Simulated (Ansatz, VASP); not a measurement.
## TiSi16 in VASP and in Ansatz

```
Si Ti
1.0
     0.00000    5.43000    5.43000
     5.43000    0.00000    5.43000
     5.43000    5.43000    0.00000
Si Ti
16 1
Cartesian
  -0.0164 0.0438 0.0817
  1.3030 1.4043 1.4924
  2.7537 2.7368 0.0401
  4.1277 4.0558 1.4120
  2.7129 0.0431 2.8119
  4.1112 1.3927 4.1134
  5.4702 2.7067 2.7530
  6.8116 4.0546 4.0959
  0.0390 2.8399 2.7567
  1.3670 4.1222 4.0816
  2.7969 5.4726 2.6982
  4.2062 6.8330 4.0196
  2.7562 2.7289 5.4689
  4.1443 4.1219 6.8582
  5.5278 5.4722 5.4277
  6.8307 6.8223 6.8244
  2.7548 5.5104 5.4705
```

Alike in both runs: functional r2SCAN; k mesh 2 × 2 × 2; occupations gaussian, width 0.05 eV; no spin polarisation.

Ansatz relaxed the structure, and its values are those at the end. VASP's run is a single point on that final structure, the one shown.

|  | VASP | Ansatz |
| --- | --- | --- |
| version | VASP 6.6.1 | Ansatz 0.2.0 |
| potentials or method | VASP PAW PBE potentials, release 64 (Si, Ti_sv), cutoff 520 eV | scalar-relativistic, plane waves, PAW |
| valence electrons in the cell | 76 | 76 |

VASP gave:

* rms of the force components (eV/Å): 0.008

Question: What did Ansatz give for the same quantities?

Answer: rms of the force components (eV/Å): 0.003.

VASP's potentials were made for PBE, not for r2SCAN.

The k mesh is coarse, so the values compare programs but aren't converged.
